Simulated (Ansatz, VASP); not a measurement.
Sr: VASP beside Ansatz

File POSCAR:

```
Sr
1.0
    0.0000000000      3.0521104090      3.0521104090
    3.0521104090      0.0000000000      3.0521104090
    3.0521104090      3.0521104090      0.0000000000
Sr
1
Direct
    0.0000000000      0.0000000000      0.0000000000
```

Contents of INCAR.step1:

```
SYSTEM = Sr
PREC = Accurate ; ENCUT = 520
ISMEAR = 0 ; SIGMA = 0.03
LREAL = .False. ; LASPH = .True.
NELM = 80 ; NBANDS = 11
GGA = PE ; ALGO = Normal
EDIFF = 1E-4 ; LWAVE = .True.
LCHARG = .False.
```

Contents of INCAR.step2:

```
SYSTEM = Sr
PREC = Accurate ; ENCUT = 520
EDIFF = 1E-6 ; ISMEAR = 0
SIGMA = 0.03 ; LREAL = .False.
LASPH = .True. ; NELM = 80
ALGO = Normal ; ISIF = 2
LWAVE = .False. ; LCHARG = .False.
METAGGA = R2SCAN ; LMIXTAU = .True.
NBANDS = 11 ; ISTART = 1
```

The input KPOINTS:

```
regular mesh
0
Gamma
  9 9 9
  0 0 0
```

Input for Ansatz:

```yaml
crystal:
  lattice:
    - [0.0, 3.052110409, 3.052110409]
    - [3.052110409, 0.0, 3.052110409]
    - [3.052110409, 3.052110409, 0.0]
  atoms:
    - { symbol: Sr, position: [0.0, 0.0, 0.0] }
hamiltonian:
  xc: r2scan
  pseudopotentials:
    kind: paw
    azcp:
      Sr: "pseudopotentials/Sr.paw.azcp"
basis:
  ecutwfc: 500
  fft_grid_basis: typed
kpoints:
  mp_grid: { grid: [9, 9, 9], shift: [0, 0, 0] }
magnetization:
  spin_polarized: false
scf:
  occupations: { method: gaussian, width: 0.03 }
  lower_state_search: "off"
output:
  stress: true
  write_density: true
  write_potential: true
  elf: true
  volumetric_format: npy
```

Alike in both runs: task single point; functional r2SCAN; k mesh 9 × 9 × 9; occupations gaussian, width 0.03 eV; no spin polarisation.

|  | VASP | Ansatz |
| --- | --- | --- |
| version | VASP 6.6.1 | Ansatz 0.2.0 |
| potentials or method | VASP PAW PBE potentials, release 64 (Sr_sv), cutoff 520 eV | plane waves (500 eV) with PAW, scalar-relativistic |
| valence electrons in the cell | 10 | 10 |

|  | VASP | Ansatz | Ansatz less VASP |
| --- | --- | --- | --- |
| pressure (GPa) | 0.0 | 0.0 | 0.00 |

VASP's potentials were made for PBE, not for r2SCAN.
